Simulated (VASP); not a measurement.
## Ir: single point with LDA

Ir:

```
Ir
1.0
     0.00000   -1.90541   -1.90541
     0.00000    1.90541   -1.90541
     3.81081    0.00000    0.00000
Ir
2
Direct
  0.51511 0.48489 0.50000
  0.98489 0.01511 0.00000
```

This cell differs from its parent crystal: atoms displaced along a vibrational mode.

| Quantity | Value |
| --- | --- |
| Program | VASP 6.6.1 |
| Task | single point |
| Functional | LDA |
| Potentials or basis | VASP PAW LDA potentials, release 64 (Ir) |
| Cutoff | 520 eV |
| k mesh | 16 × 16 × 12 |
| Occupations | gaussian, width 0.15 eV |
| Spin | no spin polarisation |
| Dipole correction | no |
| Further INCAR settings | ALGO = Fast; EDIFF = 1e-06; NBANDS = 16 |

```
Pressure               : 4.4 GPa
Largest force          : 0.966 eV/Å
Band gap on the k mesh : zero (bands 9 and 10 overlap by 3.43 eV)
```

Forces on the atoms (eV/Å):
```
Ir   0.000  0.966  0.000
Ir   0.000 -0.966  0.000
```

Stress tensor (GPa, compression positive):
```
5.31 0.00 0.00
0.00 5.42 0.00
0.00 0.00 2.32
```

Levels at points of the mesh, in eV from the Fermi level:
```
           k point  band 6  band 7  band 8  band 9  band 10  band 11  band 12  band 13
(0.00, 0.00, 0.00)   -4.00   -1.29   -1.17    0.90     1.42     1.55     1.76    10.82
(0.50, 0.00, 0.00)   -4.52   -2.52   -2.39   -1.81    -0.99     2.72     3.26    11.37
(0.50, 0.50, 0.00)    0.92    1.44    1.51    1.54     1.57     1.76     2.18    10.62
(0.00, 0.00, 0.50)   -3.25   -1.91   -1.91   -1.89    -1.89    -0.16    -0.16    17.53
(0.50, 0.00, 0.50)   -4.10   -0.78   -0.78    0.87     0.87     0.99     0.99     7.48
(0.50, 0.50, 0.50)   -5.04   -1.79   -1.79    1.55     1.55     8.16     8.16     9.27
```

Wall time 110 s on 1 thread of AMD EPYC 9R45 96-Core Processor (Zen 5), with other jobs on the host, peak memory 0.25 GiB.

Caveat: the cell differs from its parent crystal (atoms displaced along a vibrational mode); the cell stands under pressure; spin-orbit coupling is left out, which moves the levels of the heavy elements.
